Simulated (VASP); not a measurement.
# GaSb (F-43m) in VASP: notebook

GaSb is run at these levels: r2SCAN; tasks: single point.

Everything below comes from runs of VASP 6.6.1. Logs are shortened: lines on timing, memory, paths and dates and some standing lists are left out, and cuts for length are marked.

## 1. The cell of the first run

The structure is cubic, space group F-43m (No. 216). The conventional cell has a = 6.133 Å, b = 6.133 Å, c = 6.133 Å, α = 90.00°, β = 90.00°, γ = 90.00°. Within 3.5 Å of Ga (site symmetry -43m) lie 4 Sb at 2.66 Å. Within 3.5 Å of Sb (site symmetry -43m) lie 4 Ga at 2.66 Å.

## 2. Single point, r2SCAN, non-collinear spin, zero start, spin-orbit coupling

Contents of POSCAR:

```
GaSb
1.0
    0.0000000000      3.0664655913      3.0664655913
    3.0664655913      0.0000000000      3.0664655913
    3.0664655913      3.0664655913      0.0000000000
Ga Sb
1 1
Direct
    0.0000000000      0.0000000000      0.0000000000
    0.2500000000      0.2500000000      0.2500000000
```

Contents of INCAR.step1:

```
SYSTEM = GaSb
PREC = Accurate ; ENCUT = 520
ISMEAR = 0 ; SIGMA = 0.01
LREAL = .FALSE. ; LASPH = .TRUE.
NELM = 150 ; MAGMOM = 0 0 0 0 0 0
LSORBIT = .TRUE. ; GGA_COMPAT = .FALSE.
NBANDS = 30 ; GGA = PE
ALGO = Normal ; EDIFF = 1E-4
LWAVE = .TRUE. ; LCHARG = .FALSE.
```

Contents of INCAR.step2:

```
SYSTEM = GaSb
PREC = Accurate ; ENCUT = 520
EDIFF = 1E-6 ; ISMEAR = 0
SIGMA = 0.01 ; LREAL = .FALSE.
LASPH = .TRUE. ; NELM = 150
ALGO = Normal ; ISIF = 2
LWAVE = .FALSE. ; LCHARG = .FALSE.
MAGMOM = 0 0 0 0 0 0 ; LORBIT = 11
LSORBIT = .TRUE. ; GGA_COMPAT = .FALSE.
LORBMOM = .TRUE. ; METAGGA = R2SCAN
LMIXTAU = .TRUE. ; NBANDS = 30
ISTART = 1
```

Contents of KPOINTS:

```
regular mesh
0
G
  8 8 8
  0 0 0
```

Potentials or basis: VASP PAW PBE potentials, release 64 (Ga_d, Sb).

The run is started by

```console
cat potpaw_PBE.64/Ga_d/POTCAR potpaw_PBE.64/Sb/POTCAR > POTCAR
cp INCAR.step1 INCAR
mpirun -np 1 vasp_ncl > vasp.out
cp INCAR.step2 INCAR
mpirun -np 1 vasp_ncl > vasp.out
```

OUTCAR:

```text
SYSTEM = GaSb
   PREC = Accurate
   ENCUT = 520
   EDIFF = 1E-6
   ISMEAR = 0
   LREAL = .FALSE.
   LASPH = .TRUE.
   NELM = 150
   ISIF = 2
   LORBIT = 11
   LSORBIT = .TRUE.
   METAGGA = R2SCAN
   ISTART = 1

 ion  position               nearest neighbor table
   1  0.000  0.000  0.000-   2 2.66   2 2.66   2 2.66   2 2.66
   2  0.250  0.250  0.250-   1 2.66   1 2.66   1 2.66   1 2.66

  LATTYP: Found a face centered cubic cell.
 ALAT       =     6.1329311826

  Lattice vectors:

 A1 = (   0.0000000000,   3.0664655913,   3.0664655913)
 A2 = (   3.0664655913,   0.0000000000,   3.0664655913)
 A3 = (   3.0664655913,   3.0664655913,   0.0000000000)

Analysis of symmetry for initial positions (statically):
=====================================================================
 Subroutine PRICEL returns:
 Original cell was already a primitive cell.

 Routine SETGRP: Setting up the symmetry group for a
 face centered cubic supercell.

 Subroutine GETGRP returns: Found 24 space group operations
 (whereof 24 operations were pure point group operations)
 out of a pool of 48 trial point group operations.

The static configuration has the point symmetry T_d .

Analysis of symmetry for dynamics (positions and initial velocities):
=====================================================================
 Subroutine PRICEL returns:
 Original cell was already a primitive cell.

 Routine SETGRP: Setting up the symmetry group for a
 face centered cubic supercell.

 Subroutine GETGRP returns: Found 24 space group operations
 (whereof 24 operations were pure point group operations)
 out of a pool of 48 trial point group operations.

The dynamic configuration has the point symmetry T_d .

Analysis of structural, dynamic, and magnetic symmetry:
=====================================================================
 Subroutine PRICEL returns:
 Original cell was already a primitive cell.

 Routine SETGRP: Setting up the symmetry group for a
 face centered cubic supercell.

 Subroutine GETGRP returns: Found 24 space group operations
 (whereof 24 operations were pure point group operations)
 out of a pool of 48 trial point group operations.

The overall configuration has the point symmetry T_d .

 Subroutine INISYM returns: Found 24 space group operations
 (whereof 24 operations are pure point group operations),
 and found     1 'primitive' translations

----------------------------------------------------------------------------------------

                                     Primitive cell

  volume of cell :      57.6692

  direct lattice vectors                    reciprocal lattice vectors
     0.000000000  3.066465591  3.066465591    -0.163054169  0.163054169  0.163054169
     3.066465591  0.000000000  3.066465591     0.163054169 -0.163054169  0.163054169
     3.066465591  3.066465591  0.000000000     0.163054169  0.163054169 -0.163054169

  length of vectors
     4.336637228  4.336637228  4.336637228     0.282418106  0.282418106  0.282418106

  position of ions in fractional coordinates (direct lattice)
     0.000000000  0.000000000  0.000000000
     0.250000000  0.250000000  0.250000000

  ion indices of the primitive-cell ions
   primitive index   ion index
                 1           1
                 2           2

----------------------------------------------------------------------------------------

 KPOINTS: regular mesh

Automatic generation of k-mesh.
 Grid dimensions read from file:
 generate k-points for:    8    8    8

 Generating k-lattice:

  Cartesian coordinates                     Fractional coordinates (reciprocal lattice)
    -0.020381771  0.020381771  0.020381771     0.125000000  0.000000000  0.000000000
[... 99 lines left out ...]

 number of electron      17.9999989 magnetization      -0.0000000      0.0000000     -0.0000000

 number of electron      17.9999989 magnetization      -0.0000000     -0.0000000     -0.0000000

 Free energy of the ion-electron system (eV)
  ---------------------------------------------------
  ext. energy  EPLUGINS =         0.00000000
  ---------------------------------------------------
  free energy    TOTEN  =       -37.66318636 eV

  energy without entropy =      -37.66318636  energy(sigma->0) =      -37.66318636

 E-fermi :   4.9418     XC(G=0):  -9.6862

 val. band max:        4.8316299952   @ k =   0.0000   0.0000   0.0000
 cond. band min:       5.0071295714   @ k =   0.0000   0.0000   0.0000
 fundamental gap:      0.1754995762
 Fermi energy:         4.9417987045

 k-point     1 :       0.0000    0.0000    0.0000
  band No.  band energies     occupation
      1     -11.1301      1.00000
      2     -11.1301      1.00000
      3     -11.1301      1.00000
      4     -11.1301      1.00000
      5     -10.6925      1.00000
      6     -10.6925      1.00000
[... 781 lines left out ...]
     29      15.2049      0.00000
     30      15.2563      0.00000

 [... further k-points ...]

------------------------ aborting loop because EDIFF is reached ----------------------------------------

  FORCE on cell =-STRESS in cart. coord.  units (eV):
  Direction    XX          YY          ZZ          XY          YZ          ZX
  --------------------------------------------------------------------------------------
  -------------------------------------------------------------------------------------
  Total        0.0325359      0.0325359      0.0325359      0.0000000      0.0000000      0.0000000
  in kB        0.9039177      0.9039177      0.9039177      0.0000000      0.0000000      0.0000000
  external PRESSURE =       0.9039177 kB  Pullay stress =       0.0000000 kB

 VOLUME and BASIS-vectors are now :
 -----------------------------------------------------------------------------
  energy-cutoff  :      520.00
  volume of cell :       57.67
      direct lattice vectors                 reciprocal lattice vectors
     0.000000000  3.066465591  3.066465591    -0.163054169  0.163054169  0.163054169
     3.066465591  0.000000000  3.066465591     0.163054169 -0.163054169  0.163054169
     3.066465591  3.066465591  0.000000000     0.163054169  0.163054169 -0.163054169

 POSITION                                       TOTAL-FORCE (eV/Angst)
 -----------------------------------------------------------------------------------
      0.00000      0.00000      0.00000        -0.000000     -0.000000     -0.000000
      1.53323      1.53323      1.53323         0.000000      0.000000      0.000000
 -----------------------------------------------------------------------------------
    total drift:                               -0.000001     -0.000001     -0.000001

  FREE ENERGIE OF THE ION-ELECTRON SYSTEM (eV)
  ---------------------------------------------------
  free  energy   TOTEN  =       -37.6631863585 eV

  energy  without entropy=      -37.6631863585  energy(sigma->0) =      -37.66318636

 orbital moment (x)

 # of ion     p       d       tot
 ----------------------------------------
  1        -0.000  -0.000  -0.000
  2         0.000   0.000   0.000
 ----------------------------------------
           -0.000  -0.000  -0.000

 orbital moment (y)

 # of ion     p       d       tot
 ----------------------------------------
  1        -0.000   0.000  -0.000
  2         0.000   0.000   0.000
 ----------------------------------------
            0.000   0.000   0.000

 orbital moment (z)

 # of ion     p       d       tot
 ----------------------------------------
  1        -0.000  -0.000  -0.000
  2         0.000   0.000   0.000
 ----------------------------------------
           -0.000   0.000  -0.000

 Spin-Orbit-Coupling matrix elements

 Ion:    1  E_soc:     -0.0119595
 l=   1
     0.0000000    -0.0012032    -0.0012032
    -0.0012032     0.0000000    -0.0012032
    -0.0012032    -0.0012032     0.0000000
 l=   2
     0.0000000    -0.0001504     0.0000000    -0.0001504    -0.0006396
    -0.0001504     0.0000000    -0.0004797    -0.0001504    -0.0001599
     0.0000000    -0.0004797     0.0000000    -0.0004797     0.0000000
    -0.0001504    -0.0001504    -0.0004797     0.0000000    -0.0001599
    -0.0006396    -0.0001599     0.0000000    -0.0001599     0.0000000
 l=   3
     0.0000000     0.0000000     0.0000000     0.0000000     0.0000000     0.0000000     0.0000000
     0.0000000     0.0000000     0.0000000     0.0000000     0.0000000     0.0000000     0.0000000
     0.0000000     0.0000000     0.0000000     0.0000000     0.0000000     0.0000000     0.0000000
     0.0000000     0.0000000     0.0000000     0.0000000     0.0000000     0.0000000     0.0000000
     0.0000000     0.0000000     0.0000000     0.0000000     0.0000000     0.0000000     0.0000000
     0.0000000     0.0000000     0.0000000     0.0000000     0.0000000     0.0000000     0.0000000
     0.0000000     0.0000000     0.0000000     0.0000000     0.0000000     0.0000000     0.0000000

 Ion:    2  E_soc:     -0.1154557
 l=   1
     0.0000000    -0.0190978    -0.0190978
    -0.0190978     0.0000000    -0.0190978
    -0.0190978    -0.0190978     0.0000000
 l=   2
     0.0000000    -0.0000581     0.0000000    -0.0000581    -0.0000867
    -0.0000581     0.0000000    -0.0000650    -0.0000581    -0.0000217
     0.0000000    -0.0000650     0.0000000    -0.0000650     0.0000000
    -0.0000581    -0.0000581    -0.0000650     0.0000000    -0.0000217
    -0.0000867    -0.0000217     0.0000000    -0.0000217     0.0000000
 l=   3
     0.0000000     0.0000000     0.0000000     0.0000000     0.0000000     0.0000000     0.0000000
     0.0000000     0.0000000     0.0000000     0.0000000     0.0000000     0.0000000     0.0000000
     0.0000000     0.0000000     0.0000000     0.0000000     0.0000000     0.0000000     0.0000000
     0.0000000     0.0000000     0.0000000     0.0000000     0.0000000     0.0000000     0.0000000
     0.0000000     0.0000000     0.0000000     0.0000000     0.0000000     0.0000000     0.0000000
     0.0000000     0.0000000     0.0000000     0.0000000     0.0000000     0.0000000     0.0000000
     0.0000000     0.0000000     0.0000000     0.0000000     0.0000000     0.0000000     0.0000000

 total charge

# of ion       s       p       d       tot
------------------------------------------
    1        0.875   0.761   9.964  11.600
    2        1.104   1.356   0.028   2.489
--------------------------------------------------
tot          1.979   2.118   9.992  14.089

 magnetization (x)

# of ion       s       p       d       tot
------------------------------------------
    1        0.000   0.000   0.000   0.000
    2        0.000   0.000   0.000   0.000
--------------------------------------------------
tot          0.000   0.000   0.000   0.000

 magnetization (y)

# of ion       s       p       d       tot
------------------------------------------
    1        0.000   0.000  -0.000  -0.000
    2        0.000   0.000   0.000   0.000
--------------------------------------------------
tot          0.000   0.000  -0.000  -0.000

 magnetization (z)

# of ion       s       p       d       tot
------------------------------------------
    1        0.000   0.000  -0.000   0.000
    2       -0.000  -0.000   0.000  -0.000
--------------------------------------------------
tot          0.000  -0.000   0.000  -0.000
```

Wall time 4.8 min (1 thread of Intel Xeon 6975P-C (Granite Rapids), shared host); peak memory 0.43 GiB.

Results:

```yaml
Free_energy: -37.6632 eV
Pressure: 0.1 GPa
Net_moment: 0.00 μB per cell
Valence_electrons_inside_the_program's_atomic_spheres: Ga 11.60; Sb 2.49
```

Moments on the atoms (μB; x, y, z):
```
Ga  0.00 0.00 0.00
Sb  0.00 0.00 0.00
```

Caveat: the PAW data sets were made with another functional, which shifts forces and pressure a little.

## 3. Single point, r2SCAN, non-collinear spin, zero start, spin-orbit coupling

POSCAR is that of step 2.

Contents of INCAR.step1:

```
PREC = Accurate ; ENCUT = 520
ISMEAR = 0 ; SIGMA = 0.01
LREAL = F ; LASPH = T
NELM = 150 ; MAGMOM = 0 0 0 0 0 0
LSORBIT = T ; GGA_COMPAT = F
NBANDS = 30 ; GGA = PE
ALGO = Normal ; EDIFF = 1E-4
LWAVE = T ; LCHARG = F
```

Contents of INCAR.step2:

```
PREC = Accurate ; ENCUT = 520
EDIFF = 1E-6 ; ISMEAR = 0
SIGMA = 0.01 ; LREAL = F
LASPH = T ; NELM = 150
ALGO = Normal ; ISIF = 2
LWAVE = F ; LCHARG = T
MAGMOM = 0 0 0 0 0 0 ; LORBIT = 11
LSORBIT = T ; GGA_COMPAT = F
LORBMOM = T ; METAGGA = R2SCAN
LMIXTAU = T ; LVHAR = T
NBANDS = 30 ; ISTART = 1
```

Contents of KPOINTS:

```
regular mesh
0
Gamma
  8 8 8
```

Potentials or basis: VASP PAW PBE potentials, release 64 (Ga_d, Sb).

The run is started by

```console
cat potpaw_PBE.64/Ga_d/POTCAR potpaw_PBE.64/Sb/POTCAR > POTCAR
cp INCAR.step1 INCAR
mpirun -np 1 vasp_ncl > vasp.out
cp INCAR.step2 INCAR
mpirun -np 1 vasp_ncl > vasp.out
```

Wall time 5.2 min (1 thread of Intel Xeon 6975P-C (Granite Rapids), shared host); peak memory 0.44 GiB.

The run converged. Its results:

```yaml
Free_energy: -37.6632 eV
Pressure: 0.1 GPa
Net_moment: 0.00 μB per cell
Valence_electrons_inside_the_program's_atomic_spheres: Ga 11.60; Sb 2.49
```

Moments on the atoms (μB; x, y, z):
```
Ga  0.00 0.00 0.00
Sb  0.00 0.00 0.00
```

Caveat: the PAW data sets were made with another functional, which shifts forces and pressure a little.
